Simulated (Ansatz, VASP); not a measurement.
# Two plane-wave programs on Br

```
Br
1.0
     2.58336    1.76262    0.00000
     2.58336   -1.76262    0.00000
     0.00000    0.00000   -8.11440
Br
4
Direct
  0.19400 0.80600 0.87200
  0.30600 0.69400 0.37200
  0.80600 0.19400 0.12800
  0.69400 0.30600 0.62800
```

Alike in both runs: task single point; functional r2SCAN; k mesh 11 × 11 × 4; no spin polarisation.

|  | VASP | Ansatz |
| --- | --- | --- |
| version | VASP 6.6.1 | Ansatz 0.2.0 |
| potentials or method | VASP PAW PBE potentials, release 64 (Br), cutoff 520 eV | PAW plane waves |
| occupations | fermi-dirac, width 0.1 eV | fermi-dirac |
| valence electrons in the cell | 28 | 28 |

|  | VASP | Ansatz | Ansatz less VASP |
| --- | --- | --- | --- |
| rms of the force components (eV/Å) | 0.652 | 0.654 | +0.0023 |

VASP's potentials were made for PBE, not for r2SCAN. Atom by atom the forces differ by 0.002 eV/Å (rms over components).
